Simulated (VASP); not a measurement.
# KI (P4/mmm) in VASP: a series of runs

Runs on KI. Level: PBE. Tasks: single point.

Program: VASP 6.6.1. These are calculated values, not measurements. Logs are shortened: lines on timing, memory, paths and dates and some standing lists are left out, and cuts for length are marked.

## (1) The cell of the first run

The structure is tetragonal, space group P4/mmm (No. 123). Conventional cell: a = 4.817 Å, b = 4.817 Å, c = 3.406 Å, α = 90.00°, β = 90.00°, γ = 90.00°. K (site symmetry 4/mmm) has 2 K at 3.41 Å and 8 I at 3.81 Å within 4.5 Å. I (site symmetry 4/mmm) has 2 I at 3.41 Å and 8 K at 3.81 Å within 4.5 Å.

## (2) Single point, PBE

The input, INCAR:

```
SYSTEM = KI
PREC     = Accurate       ! precision mode
ENCUT    = 520            ! plane-wave cutoff, eV
EDIFF    = 1E-6           ! SCF threshold, eV
ISMEAR   = 0              ! smearing method
SIGMA    = 0.05           ! smearing width, eV
LREAL    = .False.        ! projectors in reciprocal space
LASPH    = .True.         ! aspherical terms in the spheres
NELM     = 60             ! most SCF steps
ALGO     = Normal         ! electronic algorithm
ISIF     = 2              ! what is computed and relaxed
LWAVE    = .False.        ! write WAVECAR
LCHARG   = .True.         ! write CHGCAR
GGA      = PE             ! functional
LELF     = .True.         ! ELF
LVHAR    = .True.       
NBANDS   = 15             ! bands
```

The input, KPOINTS:

```
Automatic mesh
0
Gamma
  6 6 6
  0 0 0
```

The input, POSCAR:

```
KI
1.0
    4.8169478762      0.0000000000      0.0000000000
    0.0000000000      4.8169478762      0.0000000000
    0.0000000000      0.0000000000      3.4055821485
K I
1 1
Direct
    0.0000000000      0.0000000000      0.0000000000
    0.5000000000      0.5000000000      0.5000000000
```

Potentials or basis: VASP PAW PBE potentials, release 64 (K_sv, I).

The run is started by

```bash
$ cat potpaw_PBE.64/K_sv/POTCAR potpaw_PBE.64/I/POTCAR > POTCAR
$ mpirun -np 1 vasp_std > vasp.out
```

OUTCAR:

```text
SYSTEM = KI
   PREC = Accurate
   ENCUT = 520
   EDIFF = 1E-6
   ISMEAR = 0
   LREAL = .False.
   LASPH = .True.
   NELM = 60
   ISIF = 2
   GGA = PE

 ion  position               nearest neighbor table
   1  0.000  0.000  0.000-
   2  0.500  0.500  0.500-

  LATTYP: Found a simple tetragonal cell.
 ALAT       =     4.8169478762
 C/A-ratio  =     0.7070000000

  Lattice vectors:

 A1 = (   4.8169478762,   0.0000000000,   0.0000000000)
 A2 = (   0.0000000000,   4.8169478762,   0.0000000000)
 A3 = (   0.0000000000,   0.0000000000,   3.4055821485)

Analysis of symmetry for initial positions (statically):
=====================================================================
 Subroutine PRICEL returns:
 Original cell was already a primitive cell.

 Routine SETGRP: Setting up the symmetry group for a
 simple tetragonal supercell.

 Subroutine GETGRP returns: Found 16 space group operations
 (whereof 16 operations were pure point group operations)
 out of a pool of 16 trial point group operations.

The static configuration has the point symmetry D_4h.

Analysis of symmetry for dynamics (positions and initial velocities):
=====================================================================
 Subroutine PRICEL returns:
 Original cell was already a primitive cell.

 Routine SETGRP: Setting up the symmetry group for a
 simple tetragonal supercell.

 Subroutine GETGRP returns: Found 16 space group operations
 (whereof 16 operations were pure point group operations)
 out of a pool of 16 trial point group operations.

The dynamic configuration has the point symmetry D_4h.

 Subroutine INISYM returns: Found 16 space group operations
 (whereof 16 operations are pure point group operations),
 and found     1 'primitive' translations

----------------------------------------------------------------------------------------

                                     Primitive cell

  volume of cell :      79.0197

  direct lattice vectors                    reciprocal lattice vectors
     4.816947876  0.000000000  0.000000000     0.207600336  0.000000000  0.000000000
     0.000000000  4.816947876  0.000000000     0.000000000  0.207600336  0.000000000
     0.000000000  0.000000000  3.405582149     0.000000000  0.000000000  0.293635554

  length of vectors
     4.816947876  4.816947876  3.405582149     0.207600336  0.207600336  0.293635554

  position of ions in fractional coordinates (direct lattice)
     0.000000000  0.000000000  0.000000000
     0.500000000  0.500000000  0.500000000

  ion indices of the primitive-cell ions
   primitive index   ion index
                 1           1
                 2           2

----------------------------------------------------------------------------------------

 KPOINTS: Automatic mesh

Automatic generation of k-mesh.
 Grid dimensions read from file:
 generate k-points for:    6    6    6

 Generating k-lattice:

  Cartesian coordinates                     Fractional coordinates (reciprocal lattice)
     0.034600056  0.000000000  0.000000000     0.166666667  0.000000000  0.000000000
     0.000000000  0.034600056  0.000000000     0.000000000  0.166666667  0.000000000
     0.000000000  0.000000000  0.048939259     0.000000000  0.000000000  0.166666667

  Length of vectors
     0.034600056  0.034600056  0.048939259

  Shift w.r.t. Gamma in fractional coordinates (k-lattice)
     0.000000000  0.000000000  0.000000000

 Subroutine IBZKPT returns following result:
 ===========================================

 Found     40 irreducible k-points:

 Following reciprocal coordinates:
            Coordinates               Weight
  0.000000  0.000000  0.000000      1.000000
  0.166667  0.000000  0.000000      4.000000
  0.333333  0.000000  0.000000      4.000000
  0.500000  0.000000  0.000000      2.000000
  0.166667  0.166667  0.000000      4.000000
  0.333333  0.166667  0.000000      8.000000
[... 16 lines left out ...]
  0.333333  0.000000  0.333333      8.000000
  0.500000  0.000000  0.333333      4.000000
 [... further k-points ...]
   k-points           NKPTS =     40   k-points in BZ     NKDIM =     40   number of bands    NBANDS=     15
   number of dos      NEDOS =    301   number of ions     NIONS =      2
   total plane-waves  NPLWV =  36288
   dimension x,y,z NGX =    36 NGY =   36 NGZ =   28
   dimension x,y,z NGXF=    72 NGYF=   72 NGZF=   56
   ions per type =               1   1
   NGX,Y,Z   is equivalent  to a cutoff of  12.42, 12.42, 13.67 a.u.
   NGXF,Y,Z  is equivalent  to a cutoff of  24.85, 24.85, 27.34 a.u.
 SYSTEM =  KI
   PREC   = accura    normal or accurate (medium, high low for compatibility)
   ISTART =      0    job   : 0-new  1-cont  2-samecut
   ICHARG =      2    charge: 1-file 2-atom 10-const
   ISPIN  =      1    spin polarized calculation?
   LNONCOLLINEAR =      F non collinear calculations
   LSORBIT =      F    spin-orbit coupling
   LASPH  =      T    aspherical Exc in radial PAW
[... 31 lines left out ...]
   LEPSILON=     F    determine dielectric tensor
   LRPA    =     F    only Hartree local field effects (RPA)
 non-spin polarized calculation
 Gauss-broadening in eV      SIGMA  =   0.05
  energy-cutoff  :      520.00
  volume of cell :       79.02
 maximum number of plane-waves:      2160
 NGX is ok and might be reduce to    36

 number of electron      16.0000002 magnetization

 Free energy of the ion-electron system (eV)
  ---------------------------------------------------
  ext. energy  EPLUGINS =         0.00000000
  ---------------------------------------------------
  free energy    TOTEN  =        -4.63656016 eV

  energy without entropy =       -4.63655984  energy(sigma->0) =       -4.63656000

 E-fermi :   3.4429     XC(G=0):  -7.6797

 val. band max:        3.3114701076   @ k =   0.5000   0.5000   0.0000
 cond. band min:       3.5726356823   @ k =   0.0000   0.0000   0.0000
 fundamental gap:      0.2611655747
 Fermi energy:         3.4429444312

 k-point     1 :       0.0000    0.0000    0.0000
  band No.  band energies     occupation
      1     -28.9869      2.00000
      2     -12.4005      2.00000
      3     -12.4005      2.00000
      4     -12.2683      2.00000
      5     -10.2029      2.00000
      6      -0.0061      2.00000
      7      -0.0061      2.00000
      8       3.1967      2.00000
      9       3.5726      0.00024
     10       4.9943      0.00000
     11       6.7952      0.00000
     12       7.6225      0.00000
     13      10.2957      0.00000
     14      10.2957      0.00000
     15      10.4185      0.00000

 k-point     2 :       0.1667    0.0000    0.0000
  band No.  band energies     occupation
      1     -28.9867      2.00000
      2     -12.4194      2.00000
      3     -12.3991      2.00000
      4     -12.2679      2.00000
      5     -10.1645      2.00000
      6      -0.4062      2.00000
      7      -0.0211      2.00000
      8       3.2016      2.00000
      9       4.0712      0.00000
     10       5.4357      0.00000
     11       6.8339      0.00000
     12       7.7147      0.00000
     13      10.0385      0.00000
     14      10.3043      0.00000
     15      10.3240      0.00000

 k-point     3 :       0.3333    0.0000    0.0000
  band No.  band energies     occupation
      1     -28.9862      2.00000
      2     -12.4559      2.00000
      3     -12.3963      2.00000
      4     -12.2672      2.00000
      5     -10.0876      2.00000
      6      -1.0068      2.00000
      7      -0.0508      2.00000
      8       3.2112      2.00000
      9       4.9302      0.00000
     10       6.2543      0.00000
     11       7.1299      0.00000
     12       7.9664      0.00000
     13       9.3824      0.00000
     14      10.0514      0.00000
     15      10.2975      0.00000
[... 343 lines left out ...]
 k-point    23 :       0.3333    0.0000    0.3333
  band No.  band energies     occupation
      1     -28.9367      2.00000
      2     -12.7296      2.00000
      3     -12.3673      2.00000
      4     -12.3372      2.00000
      5      -9.4522      2.00000
      6      -0.6275      2.00000
      7      -0.0971      2.00000
      8       0.6510      2.00000
      9       5.7984      0.00000
     10       6.3871      0.00000
     11       7.0415      0.00000
     12       8.1331      0.00000
     13       8.1891      0.00000
     14       8.3881      0.00000
     15      10.3828      0.00000

 k-point    24 :       0.5000    0.0000    0.3333
  band No.  band energies     occupation
      1     -28.9365      2.00000
      2     -12.7260      2.00000
      3     -12.3765      2.00000
      4     -12.3364      2.00000
      5      -9.4380      2.00000
      6      -0.5608      2.00000
      7      -0.2963      2.00000
      8       0.6779      2.00000
      9       5.9257      0.00000
     10       6.0885      0.00000
     11       6.8620      0.00000
     12       7.9671      0.00000
     13       8.2812      0.00000
     14       9.3456      0.00000
     15       9.5783      0.00000

 [... further k-points ...]

------------------------ aborting loop because EDIFF is reached ----------------------------------------

  FORCE on cell =-STRESS in cart. coord.  units (eV):
  Direction    XX          YY          ZZ          XY          YZ          ZX
  --------------------------------------------------------------------------------------
  -------------------------------------------------------------------------------------
  Total       -1.5138070     -1.5138070      6.7182758      0.0000000      0.0000000      0.0000000
  in kB      -30.6934594    -30.6934594    136.2175796      0.0000000      0.0000000      0.0000000
  external PRESSURE =      24.9435536 kB  Pullay stress =       0.0000000 kB

 VOLUME and BASIS-vectors are now :
 -----------------------------------------------------------------------------
  energy-cutoff  :      520.00
  volume of cell :       79.02
      direct lattice vectors                 reciprocal lattice vectors
     4.816947876  0.000000000  0.000000000     0.207600336  0.000000000  0.000000000
     0.000000000  4.816947876  0.000000000     0.000000000  0.207600336  0.000000000
     0.000000000  0.000000000  3.405582149     0.000000000  0.000000000  0.293635554

 POSITION                                       TOTAL-FORCE (eV/Angst)
 -----------------------------------------------------------------------------------
      0.00000      0.00000      0.00000         0.000000      0.000000      0.000000
      2.40847      2.40847      1.70279         0.000000      0.000000      0.000000
 -----------------------------------------------------------------------------------
    total drift:                               -0.000000      0.000000      0.000000

  FREE ENERGIE OF THE ION-ELECTRON SYSTEM (eV)
  ---------------------------------------------------
  free  energy   TOTEN  =        -4.6365601587 eV

  energy  without entropy=       -4.6365598391  energy(sigma->0) =       -4.63656000
```

Wall time 46 s (1 thread of Intel Xeon 8259CL, shared host); peak memory 0.21 GiB.

Results:

```
Free energy            : -4.6366 eV
Pressure               : 2.5 GPa
Band gap on the k mesh : 0.26 eV (least direct gap 0.38 eV)
```

Levels at points of the mesh, in eV from the valence-band top:
```
           k point  band 4  band 5  band 6  band 7  band 8  band 9  band 10  band 11  band 12  band 13
(0.00, 0.00, 0.00)  -15.58  -13.51   -3.32   -3.32   -0.11    0.26     1.68     3.48     4.31     6.98
(0.50, 0.00, 0.00)  -15.58  -13.36   -4.56   -3.38   -0.10    2.44     2.54     4.54     4.85     5.93
(0.50, 0.50, 0.00)  -15.58  -13.38   -4.12   -4.12    0.00    0.90     4.68     4.85     6.09     6.28
(0.00, 0.00, 0.50)  -15.63  -12.51   -5.02   -2.51   -2.51    3.35     4.17     4.38     4.55     4.55
(0.50, 0.00, 0.50)  -15.63  -12.49   -4.78   -3.16   -2.31    1.91     2.60     3.23     3.94     6.23
(0.50, 0.50, 0.50)  -15.65  -12.42   -4.76   -3.26   -3.26    3.23     3.23     3.99     4.77     4.77
```

Caveat: the stress differs along the axes, from -3 to 14 GPa; semilocal functionals underestimate gaps, and a narrow one can read as zero; spin-orbit coupling is left out, which moves the levels of the heavy elements. A k mesh can miss the band edges.

## (3) Single point, PBE

This run uses another cell than the first one, of the same volume but with other edges.

The input, INCAR:

```
PREC = Accurate ; ENCUT = 520
EDIFF = 1E-6 ; ISMEAR = 0
SIGMA = 0.05 ; LREAL = False
LASPH = True ; NELM = 60
ALGO = Normal ; ISIF = 2
LWAVE = False ; LCHARG = False
GGA = PE ; NBANDS = 15
```

The input, KPOINTS:

```
regular mesh
0
Gamma
  6 6 6
```

The input, POSCAR:

```
KI
1.0
    3.8232140630      0.0000000000      0.0000000000
    0.0000000000      3.8232140630      0.0000000000
    0.0000000000      0.0000000000      5.4060246851
K I
1 1
Direct
    0.0000000000      0.0000000000      0.0000000000
    0.5000000000      0.5000000000      0.5000000000
```

Potentials or basis: VASP PAW PBE potentials, release 64 (K_sv, I).

The run is started by

```bash
$ cat potpaw_PBE.64/K_sv/POTCAR potpaw_PBE.64/I/POTCAR > POTCAR
$ mpirun -np 1 vasp_std > vasp.out
```

It took 39 s on 1 thread of Intel Xeon 8259CL, shared host; peak memory 0.21 GiB.

Results (log left out):

```
Free energy            : -4.8172 eV
Pressure               : 1.2 GPa
Band gap on the k mesh : 0.92 eV (least direct gap 1.33 eV)
```

Stress tensor (GPa, compression positive):
```
 4.96  0.00  0.00
 0.00  4.96  0.00
 0.00  0.00 -6.33
```

Levels at points of the mesh, in eV from the valence-band top:
```tsv
k point	band 6	band 7	band 8	band 9	band 10	band 11
(0.00, 0.00, 0.00)	-2.56	-0.41	-0.41	0.92	4.02	4.17
(0.50, 0.00, 0.00)	-3.49	-2.25	-0.07	3.47	3.92	5.29
(0.50, 0.50, 0.00)	-2.73	-2.73	-1.58	2.94	3.29	4.16
(0.00, 0.00, 0.50)	-3.47	-0.45	-0.45	3.51	4.40	4.91
(0.50, 0.00, 0.50)	-3.25	-2.49	0.00	2.30	4.72	6.07
(0.50, 0.50, 0.50)	-2.80	-2.80	-2.18	4.32	4.63	4.63
```

Caveat: the stress differs along the axes, from -6 to 5 GPa; spin-orbit coupling is left out, which moves the levels of the heavy elements. A k mesh can miss the band edges.

## (4) Single point, PBE

This run uses another cell than the first one, of the same volume but with other edges.

The input, INCAR:

```
PREC     = Accurate       # precision mode
ENCUT    = 520            # plane-wave cutoff, eV
EDIFF    = 1E-6           # SCF threshold, eV
ISMEAR   = 0              # smearing method
SIGMA    = 0.05           # smearing width, eV
LREAL    = False          # projectors in reciprocal space
LASPH    = True           # aspherical terms in the spheres
NELM     = 80             # most SCF steps
ALGO     = Normal         # electronic algorithm
ISIF     = 2              # what is computed and relaxed
LWAVE    = False          # write WAVECAR
LCHARG   = True           # write CHGCAR
GGA      = PE             # functional
LELF     = True           # ELF
LVHAR    = True         
NBANDS   = 15             # bands
```

The input, KPOINTS:

```
Automatic mesh
0
Gamma
  6 6 6
```

The input, POSCAR:

```
KI
1.0
    4.5300755283      0.0000000000      0.0000000000
    0.0000000000      4.5300755283      0.0000000000
    0.0000000000      0.0000000000      3.8505641990
K I
1 1
Direct
    0.0000000000      0.0000000000      0.0000000000
    0.5000000000      0.5000000000      0.5000000000
```

The run is started by

```bash
$ cat potpaw_PBE.64/K_sv/POTCAR potpaw_PBE.64/I/POTCAR > POTCAR
$ mpirun -np 1 vasp_std > vasp.out
```

Wall time 63 s (1 thread of Intel Xeon 8259CL, shared host); peak memory 0.21 GiB.

The run converged. Its results:

- Free energy: -5.2780 eV
- Pressure: 0.8 GPa
- Band gap on the k mesh: 2.30 eV (least direct gap 2.52 eV)

Stress tensor (GPa, compression positive):
```
-1.11  0.00  0.00
 0.00 -1.11  0.00
 0.00  0.00  4.58
```

Levels at points of the mesh, in eV from the valence-band top:
```
           k point  band 5  band 6  band 7  band 8  band 9  band 10  band 11  band 12
(0.00, 0.00, 0.00)  -11.94   -1.47   -1.47   -0.22    2.30     3.63     4.57     6.82
(0.50, 0.00, 0.00)  -11.70   -3.04   -1.48   -0.18    4.51     4.92     6.31     6.73
(0.50, 0.50, 0.00)  -11.71   -2.53   -2.53    0.00    2.83     5.70     6.99     6.99
(0.00, 0.00, 0.50)  -11.45   -3.19   -1.17   -1.17    4.67     5.54     6.29     6.30
(0.50, 0.00, 0.50)  -11.42   -2.78   -2.17   -0.94    3.26     4.54     5.43     5.72
(0.50, 0.50, 0.50)  -11.31   -2.75   -2.21   -2.21    4.77     4.77     5.09     7.43
```

Caveat: the stress differs along the axes, from -1 to 5 GPa; spin-orbit coupling is left out, which moves the levels of the heavy elements. A k mesh can miss the band edges.

## (5) Single point, PBE

This run uses another cell than the first one, of the same volume but with other edges.

The input, INCAR:

```
SYSTEM = KI
ALGO = Normal ; EDIFF = 1E-6
ENCUT = 520 ; GGA = PE
ISIF = 2 ; ISMEAR = 0
LASPH = .True. ; LCHARG = .False.
LREAL = .False. ; LWAVE = .False.
NBANDS = 15 ; NELM = 80
PREC = Accurate ; SIGMA = 0.05
```

The input, KPOINTS:

```
k-points
0
Gamma
  6 6 6
  0 0 0
```

The input, POSCAR:

```
KI
1.0
    4.0381706641      0.0000000000      0.0000000000
    0.0000000000      4.0381706641      0.0000000000
    0.0000000000      0.0000000000      4.8458047969
K I
1 1
Direct
    0.0000000000      0.0000000000      0.0000000000
    0.5000000000      0.5000000000      0.5000000000
```

The run is started by

```bash
$ cat potpaw_PBE.64/K_sv/POTCAR potpaw_PBE.64/I/POTCAR > POTCAR
$ mpirun -np 1 vasp_std > vasp.out
```

It took 44 s on 1 thread of Intel Xeon 8259CL, shared host; peak memory 0.2 GiB.

It converged, with:

```yaml
Free_energy: -5.2604 eV
Pressure: 0.7 GPa
Band_gap_on_the_k_mesh: 2.42 eV (least direct gap 2.76 eV)
```

Stress tensor (GPa, compression positive):
```
 2.50  0.00  0.00
 0.00  2.50  0.00
 0.00  0.00 -2.91
```

Levels at points of the mesh, in eV from the valence-band top:
```
           k point  band 6  band 7  band 8  band 9  band 10  band 11
(0.00, 0.00, 0.00)   -1.50   -0.34   -0.34    2.42     4.37     4.63
(0.50, 0.00, 0.00)   -2.79   -1.34   -0.13    4.68     5.31     6.91
(0.50, 0.50, 0.00)   -2.13   -2.13   -0.88    3.73     4.40     5.43
(0.00, 0.00, 0.50)   -2.74   -0.36   -0.36    5.27     5.48     5.64
(0.50, 0.00, 0.50)   -2.42   -1.97    0.00    3.25     5.59     6.64
(0.50, 0.50, 0.50)   -2.19   -2.19   -1.82    5.02     5.25     5.25
```

Caveat: the stress differs along the axes, from -3 to 2 GPa; spin-orbit coupling is left out, which moves the levels of the heavy elements.

## (6) Overview

| cell | gap on the mesh (eV) | pressure (GPa) |
| --- | --- | --- |
| a = 4.817, b = 4.817, c = 3.406 Å, 2 atoms | 0.26 | 2.5 |
| a = 3.823, b = 3.823, c = 5.406 Å, 2 atoms | 0.92 | 1.2 |
| a = 4.530, b = 4.530, c = 3.851 Å, 2 atoms | 2.30 | 0.8 |
| a = 4.038, b = 4.038, c = 4.846 Å, 2 atoms | 2.42 | 0.7 |

Alike in all rows: task single point; level PBE; potentials or basis VASP PAW PBE potentials, release 64 (K_sv, I); no spin polarisation; k mesh 6 × 6 × 6; cutoff (eV) 520; smearing gaussian 0.05 eV.

Caveats: spin-orbit coupling is left out, which moves the levels of the heavy elements; the stress differs along the axes, from -3 to 14 GPa (at least some runs); semilocal functionals underestimate gaps, and a narrow one can read as zero (at least some runs); the stress differs along the axes, from -6 to 5 GPa (at least some runs); the stress differs along the axes, from -1 to 5 GPa (at least some runs); the stress differs along the axes, from -3 to 2 GPa (at least some runs).

Total energies depend on the potentials used, so only differences within one code and one set of settings carry meaning.
